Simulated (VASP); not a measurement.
A run of VASP 6.6.1 is set up as follows.

Contents of INCAR:

```
ALGO = Normal ; EDIFF = 1E-7
EDIFFG = -0.04 ; ENCUT = 600
GGA = PE ; GGA_COMPAT = F
IBRION = 2 ; ISIF = 3
ISMEAR = 0 ; LASPH = T
LCHARG = F ; LREAL = F
LWAVE = F ; NELM = 120
NELMIN = 4 ; NSW = 90
PREC = Accurate ; SIGMA = 0.1
```

Contents of KPOINTS:

```
k-points
0
Gamma
  4 4 6
```

POSCAR

```
PtF2
1.0
    2.8619924967     -3.2370228978      0.0000000000
    2.8619924967      3.2370228978      0.0000000000
    0.0000000000      0.0000000000      3.1215172646
Pt F
1 2
Direct
    0.5000000000      0.5000000000      0.5000000000
    0.7241820983      0.7241820983      0.0000000000
    0.2758179017      0.2758179017      0.0000000000
```

Potentials or basis: VASP PAW PBE potentials, release 64 (Pt_sv_GW, F).

The run is started by

```sh
$ cat potpaw_PBE.64/Pt_sv_GW/POTCAR potpaw_PBE.64/F/POTCAR > POTCAR
$ mpirun -np 1 vasp_std > vasp.out
```

Q: Predict the band gap on the k mesh.

A: 1.19 eV (least direct gap 1.31 eV).

Q: Estimate the relaxed cell.

A: a = 4.318 Å, b = 4.318 Å, c = 3.118 Å, α = 90.00°, β = 90.00°, γ = 96.88°.

Q: Predict the relaxed volume.

A: 19.24 Å³/atom.

Stress tensor (GPa, compression positive):
```
-0.28  0.00  0.00
 0.00 -0.16  0.00
 0.00  0.00 -0.30
```

Caveat: spin-orbit coupling is left out, which moves the levels of the heavy elements. A k mesh can miss the band edges.
